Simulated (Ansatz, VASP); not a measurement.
**One calculation of Rh, two programs**

INCAR

```
ALGO = Normal ; EDIFF = 1E-6
ENCUT = 520 ; GGA = PE
ISIF = 2 ; ISMEAR = -1
LASPH = T ; LCHARG = F
LREAL = F ; LWAVE = F
NBANDS = 14 ; NELM = 100
PREC = Accurate ; SIGMA = 0.05
```

Contents of KPOINTS:

```
k-points
0
Gamma
  16 16 16
```

POSCAR

```
Rh
1.0
   -0.0287293226      1.9152881739      1.9152881739
    1.9152881739     -0.0287293226      1.9152881739
    1.8865588513      1.8865588513      0.0000000000
Rh
1
Direct
    0.0000000000      0.0000000000      0.0000000000
```

Input for Ansatz:

```yaml
crystal:
  lattice:
    - [-0.0287293226, 1.9152881739, 1.9152881739]
    - [1.9152881739, -0.0287293226, 1.9152881739]
    - [1.8865588513, 1.8865588513, 0.0]
  atoms:
    - { symbol: Rh, position: [0.0, 0.0, 0.0] }
kpoints:
  mp_grid: { grid: [16, 16, 16] }
scf:
  occupations: { method: fermi_dirac, width: 0.05 }
hamiltonian:
  xc: pbe
  pseudopotentials: { kind: all_electron, lapw: { basis_error: 0.0005 } }
output:
  forces: true
  stress: true
  eigenvalues: true
```

Change from the starting cell: xy shear strain of -3 %.

Alike in both runs: task single point; functional PBE; k mesh 16 × 16 × 16; occupations fermi-dirac, width 0.05 eV; no spin polarisation.

```csv
,VASP,Ansatz
version,VASP 6.6.1,Ansatz 0.2.0
potentials or method,"VASP PAW PBE potentials, release 64 (Rh_pv), cutoff 520 eV","all-electron LAPW, scalar-relativistic"
```

|  | VASP | Ansatz | Ansatz less VASP |
| --- | --- | --- | --- |
| pressure (GPa) | 0.3 | 0.3 | -0.05 |
| traceless stress, the component that is largest in VASP (GPa) | 5.58 | 5.56 | -0.012 |

Ansatz ran all-electron here, and VASP with PAW potentials.
